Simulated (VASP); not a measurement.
A run of VASP 6.6.1 is set up as follows.

Contents of INCAR:

```
SYSTEM = CdTe
ALGO = Normal
EDIFF = 1E-6
EDIFFG = -0.005
ENCUT = 600
GGA = PE
IBRION = 2
ISIF = 3
ISMEAR = -1
LASPH = .True.
LCHARG = .False.
LREAL = .False.
LWAVE = .False.
NELM = 80
NSW = 100
PREC = Accurate
SIGMA = 0.05
```

The input KPOINTS:

```
k-points
0
Gamma
  12 12 12
  0 0 0
```

The input POSCAR:

```
CdTe
1.0
    0.0000000000      2.8981565879      2.8981565879
    2.8981565879      0.0000000000      2.8981565879
    2.8981565879      2.8981565879      0.0000000000
Cd Te
1 1
Direct
    0.0000000000      0.0000000000      0.0000000000
    0.5000000000      0.5000000000      0.5000000000
```

Potentials or basis: VASP PAW PBE potentials, release 64 (Cd, Te).

Command:

```console
$ cat potpaw_PBE.64/Cd/POTCAR potpaw_PBE.64/Te/POTCAR > POTCAR
$ mpirun -np 1 vasp_std > vasp.out
```

(1) What does it give for the relaxed volume?

(2) Predict the relaxed cell.

(3) Predict the band gap on the k mesh.

Results:

(1) 28.80 Å³/atom.

(2) a = 4.335 Å, b = 4.335 Å, c = 4.335 Å, α = 60.00°, β = 60.00°, γ = 60.00°.

(3) zero (band 9 reaches 3.87 eV, above the bottom of band 10 at 2.55 eV).

Caveat: the volume moved by over 15 % at a fixed basis, so the end points are rough; spin-orbit coupling is left out, which moves the levels of the heavy elements.
